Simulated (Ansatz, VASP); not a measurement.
CuI: VASP beside Ansatz

Contents of POSCAR:

```
CuI
1.0
    0.0000000000      3.0120429050      3.0120429050
    3.0120429050      0.0000000000      3.0120429050
    3.0120429050      3.0120429050      0.0000000000
Cu I
1 1
Direct
    0.2500000000      0.2500000000      0.2500000000
    0.0000000000      0.0000000000      0.0000000000
```

The input INCAR.step1:

```
SYSTEM = CuI
PREC = Accurate ; ENCUT = 520
EDIFF = 1E-5 ; ISMEAR = 0
SIGMA = 0.01 ; LREAL = .FALSE.
LASPH = .TRUE. ; NELM = 80
ALGO = Normal ; ISIF = 2
LWAVE = .TRUE. ; LCHARG = .FALSE.
GGA = PE ; ISYM = 0
NBANDS = 16 ; LUSENCCL = .FALSE.
```

INCAR.step2

```
SYSTEM = CuI
PREC = Accurate ; ENCUT = 520
EDIFF = 1E-6 ; ISMEAR = 0
SIGMA = 0.01 ; LREAL = .FALSE.
LASPH = .TRUE. ; NELM = 80
ALGO = Normal ; ISIF = 2
LWAVE = .FALSE. ; LCHARG = .FALSE.
GGA = PE ; LHFCALC = .TRUE.
HFSCREEN = 0.2079 ; PRECFOCK = Normal
ISTART = 1 ; ISYM = 0
NBANDS = 16 ; LUSENCCL = .FALSE.
```

The input KPOINTS:

```
regular mesh
0
G
  4 4 4
  0 0 0
```

Input for Ansatz:

```yaml
crystal:
  lattice:
    - [0.0, 3.012042905, 3.012042905]
    - [3.012042905, 0.0, 3.012042905]
    - [3.012042905, 3.012042905, 0.0]
  atoms:
    - { symbol: Cu, position: [0.25, 0.25, 0.25] }
    - { symbol: I, position: [0.0, 0.0, 0.0] }
  symmetry: { detect: false }
kpoints:
  mp_grid: { grid: [4, 4, 4] }
hamiltonian:
  xc: hse06
scf:
  occupations: { method: fixed }
  n_extra_bands: 4
output:
  forces: true
  stress: true
  eigenvalues: true
```

Alike in both runs: task single point; functional HSE06; k mesh 4 × 4 × 4; no spin polarisation.

|  | VASP | Ansatz |
| --- | --- | --- |
| version | VASP 6.6.1 | Ansatz 0.2.0 |
| potentials or method | VASP PAW PBE potentials, release 64 (Cu, I) | plane waves |
| plane-wave cutoff (eV) | 520 | 420 |
| occupations | gaussian, width 0.01 eV | fixed |
| valence electrons in the cell | 18 | 36 |

|  | VASP | Ansatz | Ansatz less VASP |
| --- | --- | --- | --- |
| gap on the k mesh at the Fermi level (eV) | 2.63 | 2.68 | +0.052 |
| pressure (GPa) | 1.4 | 1.6 | +0.25 |

VASP's potentials hold 18 valence electrons a cell and Ansatz's 36, so a difference there can come from the potentials and not from the codes. Ansatz's warnings: hybrid solves reversed points apart, stress exchange threshold loose, stress scf threshold loose.

The k mesh is coarse, so the values compare programs but aren't converged. Neither program's run includes spin-orbit coupling.
